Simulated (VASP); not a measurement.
A run of VASP 6.6.1:

The input INCAR:

```
PREC = Accurate ; ENCUT = 600
EDIFF = 1E-6 ; ISMEAR = 0
SIGMA = 0.1 ; LREAL = F
LASPH = T ; NELM = 60
ALGO = Fast ; ISIF = 3
LWAVE = F ; LCHARG = F
GGA = CA ; IBRION = 2
NSW = 100 ; EDIFFG = -0.005
```

KPOINTS

```
regular mesh
0
Gamma
  18 18 18
```

The input POSCAR:

```
In
1.0
   -1.6261500000      1.6261500000      2.4739500000
    1.6261500000     -1.6261500000      2.4739500000
    1.6261500000      1.6261500000     -2.4739500000
In
1
Direct
    0.0000000000      0.0000000000      0.0000000000
```

Potentials or basis: VASP PAW LDA potentials, release 64 (In_d).

Command:

```console
$ cat potpaw_LDA.64/In_d/POTCAR > POTCAR
$ mpirun -np 1 vasp_std > vasp.out
```

Hardware: 1 thread of Intel(R) Xeon(R) Platinum 8559C (Emerald Rapids) (shared host).

Task: How long does it take, and how much memory?

Result: Wall time 8.2 min on 1 thread of Intel(R) Xeon(R) Platinum 8559C (Emerald Rapids), with other jobs on the host, peak memory 0.29 GiB. Counts: scf iterations 78, k points 480, ion steps 11.
